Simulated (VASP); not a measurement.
# HfN (F-43m) in VASP: single point with r2SCAN

Aim: the single point of HfN with r2SCAN.

Everything below comes from runs of VASP 6.6.1. Logs are shortened: lines on timing, memory, paths and dates and some standing lists are left out, and cuts for length are marked.

## Step 1: The cell of the first run

The structure is cubic, space group F-43m (No. 216). Conventional cell: a = 5.155 Å, b = 5.155 Å, c = 5.155 Å, α = 90.00°, β = 90.00°, γ = 90.00°. Within 3.0 Å of Hf (site symmetry -43m) lie 4 N at 2.23 Å. Within 3.0 Å of N (site symmetry -43m) lie 4 Hf at 2.23 Å.

## Step 2: Single point, r2SCAN (strain +0.050 along x and y, +0.050 along z)

The input, POSCAR:

```
HfN
1.0
    0.0000000000      2.5775631000      2.5775631000
    2.5775631000      0.0000000000      2.5775631000
    2.5775631000      2.5775631000      0.0000000000
Hf N
1 1
Direct
    0.0000000000      0.0000000000      0.0000000000
    0.7500000000      0.7500000000      0.7500000000
```

The input, INCAR.step1:

```
PREC     = Accurate       # precision mode
ENCUT    = 520            # plane-wave cutoff, eV
ISMEAR   = 0              # smearing method
SIGMA    = 0.15           # smearing width, eV
LREAL    = F              # projectors in reciprocal space
LASPH    = T              # aspherical terms in the spheres
NELM     = 60             # most SCF steps
NBANDS   = 14             # bands
GGA      = PE             # functional
ALGO     = Normal         # electronic algorithm
EDIFF    = 1E-4           # SCF threshold, eV
LWAVE    = T              # write WAVECAR
LCHARG   = F              # write CHGCAR
```

The input, INCAR.step2:

```
PREC     = Accurate       # precision mode
ENCUT    = 520            # plane-wave cutoff, eV
EDIFF    = 1E-7           # SCF threshold, eV
ISMEAR   = 0              # smearing method
SIGMA    = 0.15           # smearing width, eV
LREAL    = F              # projectors in reciprocal space
LASPH    = T              # aspherical terms in the spheres
NELM     = 60             # most SCF steps
ALGO     = Normal         # electronic algorithm
ISIF     = 2              # what is computed and relaxed
LWAVE    = F              # write WAVECAR
LCHARG   = T              # write CHGCAR
METAGGA  = R2SCAN         # meta-GGA
LMIXTAU  = T            
LELF     = T              # ELF
LVHAR    = T            
NBANDS   = 14             # bands
ISTART   = 1
```

The input, KPOINTS:

```
Automatic mesh
0
Gamma
  16 16 16
```

Potentials or basis: VASP PAW PBE potentials, release 64 (Hf_pv, N).

Command:

```console
cat potpaw_PBE.64/Hf_pv/POTCAR potpaw_PBE.64/N/POTCAR > POTCAR
cp INCAR.step1 INCAR
mpirun -np 1 vasp_std > vasp.out
cp INCAR.step2 INCAR
mpirun -np 1 vasp_std > vasp.out
```

OUTCAR:

```text
PREC = Accurate
   ENCUT = 520
   EDIFF = 1E-7
   ISMEAR = 0
   LREAL = F
   LASPH = T
   NELM = 60
   ISIF = 2
   METAGGA = R2SCAN
   ISTART = 1

 ion  position               nearest neighbor table
   1  0.000  0.000  0.000-   2 2.23   2 2.23   2 2.23   2 2.23
   2  0.750  0.750  0.750-   1 2.23   1 2.23   1 2.23   1 2.23

  LATTYP: Found a face centered cubic cell.
 ALAT       =     5.1551262000

  Lattice vectors:

 A1 = (   0.0000000000,   2.5775631000,   2.5775631000)
 A2 = (   2.5775631000,   0.0000000000,   2.5775631000)
 A3 = (   2.5775631000,   2.5775631000,   0.0000000000)

Analysis of symmetry for initial positions (statically):
=====================================================================
 Subroutine PRICEL returns:
 Original cell was already a primitive cell.

 Routine SETGRP: Setting up the symmetry group for a
 face centered cubic supercell.

 Subroutine GETGRP returns: Found 24 space group operations
 (whereof 24 operations were pure point group operations)
 out of a pool of 48 trial point group operations.

The static configuration has the point symmetry T_d .

Analysis of symmetry for dynamics (positions and initial velocities):
=====================================================================
 Subroutine PRICEL returns:
 Original cell was already a primitive cell.

 Routine SETGRP: Setting up the symmetry group for a
 face centered cubic supercell.

 Subroutine GETGRP returns: Found 24 space group operations
 (whereof 24 operations were pure point group operations)
 out of a pool of 48 trial point group operations.

The dynamic configuration has the point symmetry T_d .

 Subroutine INISYM returns: Found 24 space group operations
 (whereof 24 operations are pure point group operations),
 and found     1 'primitive' translations

----------------------------------------------------------------------------------------

                                     Primitive cell

  volume of cell :      34.2498

  direct lattice vectors                    reciprocal lattice vectors
     0.000000000  2.577563100  2.577563100    -0.193981672  0.193981672  0.193981672
     2.577563100  0.000000000  2.577563100     0.193981672 -0.193981672  0.193981672
     2.577563100  2.577563100  0.000000000     0.193981672  0.193981672 -0.193981672

  length of vectors
     3.645224694  3.645224694  3.645224694     0.335986112  0.335986112  0.335986112

  position of ions in fractional coordinates (direct lattice)
     0.000000000  0.000000000  0.000000000
     0.750000000  0.750000000  0.750000000

  ion indices of the primitive-cell ions
   primitive index   ion index
                 1           1
                 2           2

----------------------------------------------------------------------------------------

 KPOINTS: Automatic mesh

Automatic generation of k-mesh.
 Grid dimensions read from file:
 generate k-points for:   16   16   16

 Generating k-lattice:

  Cartesian coordinates                     Fractional coordinates (reciprocal lattice)
    -0.012123855  0.012123855  0.012123855     0.062500000  0.000000000  0.000000000
     0.012123855 -0.012123855  0.012123855     0.000000000  0.062500000  0.000000000
     0.012123855  0.012123855 -0.012123855     0.000000000  0.000000000  0.062500000

  Length of vectors
     0.020999132  0.020999132  0.020999132

  Shift w.r.t. Gamma in fractional coordinates (k-lattice)
     0.000000000  0.000000000  0.000000000

 Subroutine IBZKPT returns following result:
 ===========================================

 Found    145 irreducible k-points:

 Following reciprocal coordinates:
            Coordinates               Weight
  0.000000  0.000000  0.000000      1.000000
  0.062500  0.000000  0.000000      8.000000
  0.125000  0.000000  0.000000      8.000000
  0.187500  0.000000  0.000000      8.000000
  0.250000  0.000000  0.000000      8.000000
  0.312500  0.000000  0.000000      8.000000
[... 16 lines left out ...]
 -0.125000  0.062500  0.000000     24.000000
 -0.062500  0.062500  0.000000     12.000000
 [... further k-points ...]
   k-points           NKPTS =    145   k-points in BZ     NKDIM =    145   number of bands    NBANDS=     14
   number of dos      NEDOS =    301   number of ions     NIONS =      2
   total plane-waves  NPLWV =  21952
   dimension x,y,z NGX =    28 NGY =   28 NGZ =   28
   dimension x,y,z NGXF=    56 NGYF=   56 NGZF=   56
   ions per type =               1   1
   NGX,Y,Z   is equivalent  to a cutoff of  12.77, 12.77, 12.77 a.u.
   NGXF,Y,Z  is equivalent  to a cutoff of  25.54, 25.54, 25.54 a.u.
 SYSTEM =  unknown system
   PREC   = accura    normal or accurate (medium, high low for compatibility)
   ISTART =      1    job   : 0-new  1-cont  2-samecut
   ICHARG =      0    charge: 1-file 2-atom 10-const
   ISPIN  =      1    spin polarized calculation?
   LNONCOLLINEAR =      F non collinear calculations
   LSORBIT =      F    spin-orbit coupling
   LASPH  =      T    aspherical Exc in radial PAW
   ENCUT  =  520.0 eV  38.22 Ry    6.18 a.u.   6.78  6.78  6.78*2*pi/ulx,y,z
   NELM   =     60;   NELMIN=  2; NELMDL=  0     # of ELM steps
   EDIFF  = 0.1E-06   stopping-criterion for ELM
   LREAL  =      F    real-space projection
   EDIFFG = 0.1E-05   stopping-criterion for IOM
   NSW    =      0    number of steps for IOM
   IBRION =     -1    ionic relax: 0-MD 1-quasi-New 2-CG
   NFREE  =      0    steps in history (QN), initial steepest desc. (CG)
   ISIF   =      2    stress and relaxation
   ISYM   =      2    0-nonsym 1-usesym 2-fastsym
   POTIM  = 0.5000    time-step for ionic-motion
   TEBEG  =    0.0;   TEEND  =   0.0 temperature during run
   PSTRESS=    0.0 pullay stress
   NELECT =      15.0000    total number of electrons
   NUPDOWN=      -1.0000    fix difference up-down
   EMIN   =  10.00;   EMAX   =-10.00  energy-range for DOS
   EFERMI =   0.00;   METHOD = LEGACY
   ISMEAR =     0;   SIGMA  =   0.15  broadening in eV -4-tet -1-fermi 0-gaus
   EFERMI_NEDOS =   21; number of points for ismear=-14 and -15
   IALGO  =     38    algorithm
   IMIX   =      4    mixing-type and parameters
     AMIX     =   0.40;   BMIX     =  1.00
     AMIX_MAG =   1.60;   BMIX_MAG =  1.00
  volume/ion in A,a.u.               =      17.12       115.56
  Fermi-wavevector in a.u.,A,eV,Ry     =   1.243233  2.349370 21.029558  1.545629
  Thomas-Fermi vector in A             =   2.377553
   LORBIT       =      0    0 simple, 1 ext, 2 COOP (PROOUT), +10 PAW based schemes
   METAGGA = R2SCAN    functional components
   LHFCALC =     F    Hartree Fock is set to
   AEXX    =    0.0000 exact exchange contribution
   IVDW    =     0    specifies the selected vdW correction
   LEPSILON=     F    determine dielectric tensor
   LRPA    =     F    only Hartree local field effects (RPA)
 non-spin polarized calculation
 Gauss-broadening in eV      SIGMA  =   0.15
  energy-cutoff  :      520.00
  volume of cell :       34.25
 maximum number of plane-waves:       941
   NGX = 13   NGY = 13   NGZ = 13

 number of electron      15.0000002 magnetization

 Free energy of the ion-electron system (eV)
  ---------------------------------------------------
  ext. energy  EPLUGINS =         0.00000000
  ---------------------------------------------------
  free energy    TOTEN  =       -57.26714578 eV

  energy without entropy =      -57.25922838  energy(sigma->0) =      -57.26318708

 E-fermi :   4.7170     XC(G=0): -11.2055

 val. band max:        4.7116882372   @ k =   0.3750   0.2500   0.0625
 cond. band min:       4.7606478084   @ k =  -0.4375   0.2500   0.1250
 fundamental gap:      0.0489595712
 Fermi energy:         4.7169884500

 k-point     1 :       0.0000    0.0000    0.0000
  band No.  band energies     occupation
      1     -28.2002      2.00000
      2     -28.2002      2.00000
      3     -28.2002      2.00000
      4     -11.7919      2.00000
      5      -0.4387      2.00000
      6      -0.4387      2.00000
      7      -0.4386      2.00000
      8       3.6866      2.00000
      9       6.8046      0.00000
     10       6.8046      0.00000
     11      10.6196      0.00000
     12      10.6196      0.00000
     13      10.6196      0.00000
     14      15.1718      0.00000

 k-point     2 :       0.0625    0.0000    0.0000
  band No.  band energies     occupation
      1     -28.2105      2.00000
      2     -28.2016      2.00000
      3     -28.2016      2.00000
      4     -11.7593      2.00000
      5      -0.5365      2.00000
      6      -0.4148      2.00000
      7      -0.4148      2.00000
      8       3.9023      2.00000
      9       6.7506      0.00000
     10       6.7506      0.00000
     11      10.5149      0.00000
     12      10.6792      0.00000
     13      10.6792      0.00000
     14      15.1717      0.00000

 k-point     3 :       0.1250    0.0000    0.0000
  band No.  band energies     occupation
      1     -28.2397      2.00000
      2     -28.2055      2.00000
      3     -28.2055      2.00000
      4     -11.6674      2.00000
      5      -0.7585      2.00000
      6      -0.3484      2.00000
      7      -0.3484      2.00000
      8       4.4615      1.98400
      9       6.6276      0.00000
     10       6.6276      0.00000
     11      10.2374      0.00000
     12      10.7981      0.00000
     13      10.7981      0.00000
     14      15.1695      0.00000
[... 324 lines left out ...]
 k-point    23 :      -0.1250    0.0625    0.0000
  band No.  band energies     occupation
      1     -28.2575      2.00000
      2     -28.2145      2.00000
      3     -28.2058      2.00000
      4     -11.6008      2.00000
      5      -0.8906      2.00000
      6      -0.3121      2.00000
      7      -0.2800      2.00000
      8       4.8351      0.26552
      9       6.3693      0.00000
     10       6.7366      0.00000
     11      10.1136      0.00000
     12      10.6655      0.00000
     13      10.9671      0.00000
     14      14.9346      0.00000

 k-point    24 :      -0.0625    0.0625    0.0000
  band No.  band energies     occupation
      1     -28.2253      2.00000
      2     -28.2072      2.00000
      3     -28.2024      2.00000
      4     -11.7070      2.00000
      5      -0.6786      2.00000
      6      -0.3842      2.00000
      7      -0.3620      2.00000
      8       4.2291      2.00000
      9       6.5659      0.00000
     10       6.7798      0.00000
     11      10.4169      0.00000
     12      10.6262      0.00000
     13      10.8252      0.00000
     14      15.1713      0.00000

 [... further k-points ...]

------------------------ aborting loop because EDIFF is reached ----------------------------------------

  FORCE on cell =-STRESS in cart. coord.  units (eV):
  Direction    XX          YY          ZZ          XY          YZ          ZX
  --------------------------------------------------------------------------------------
  -------------------------------------------------------------------------------------
  Total       -5.2565312     -5.2565312     -5.2565312      0.0000000      0.0000000      0.0000000
  in kB     -245.8962547   -245.8962547   -245.8962547      0.0000000      0.0000000      0.0000000
  external PRESSURE =    -245.8962547 kB  Pullay stress =       0.0000000 kB

 VOLUME and BASIS-vectors are now :
 -----------------------------------------------------------------------------
  energy-cutoff  :      520.00
  volume of cell :       34.25
      direct lattice vectors                 reciprocal lattice vectors
     0.000000000  2.577563100  2.577563100    -0.193981672  0.193981672  0.193981672
     2.577563100  0.000000000  2.577563100     0.193981672 -0.193981672  0.193981672
     2.577563100  2.577563100  0.000000000     0.193981672  0.193981672 -0.193981672

 POSITION                                       TOTAL-FORCE (eV/Angst)
 -----------------------------------------------------------------------------------
      0.00000      0.00000      0.00000        -0.000000     -0.000000     -0.000000
      3.86634      3.86634      3.86634         0.000000      0.000000      0.000000
 -----------------------------------------------------------------------------------
    total drift:                                0.000001      0.000001      0.000001

  FREE ENERGIE OF THE ION-ELECTRON SYSTEM (eV)
  ---------------------------------------------------
  free  energy   TOTEN  =       -57.2671457753 eV

  energy  without entropy=      -57.2592283768  energy(sigma->0) =      -57.26318708
```

Run time: 2.2 min. Hardware: 1 thread of Intel Xeon 6975P-C (Granite Rapids), shared host; peak memory 0.21 GiB.

What came out:

```yaml
Free_energy: -57.2671 eV
Pressure: -24.6 GPa
```

Levels at points of the mesh, in eV from the Fermi level:
```tsv
k point	band 6	band 7	band 8	band 9	band 10	band 11
(0.00, 0.00, 0.00)	-5.16	-5.16	-1.03	2.09	2.09	5.90
(0.50, 0.00, 0.00)	-4.65	-4.65	1.29	2.50	2.50	4.06
(0.50, 0.50, 0.00)	-3.73	-3.73	-1.18	2.05	3.56	4.02
```

Caveat: the cell differs from its parent crystal (strain +0.050 along x and y, +0.050 along z); the PAW data sets were made with another functional, which shifts forces and pressure a little; spin-orbit coupling is left out, which moves the levels of the heavy elements.
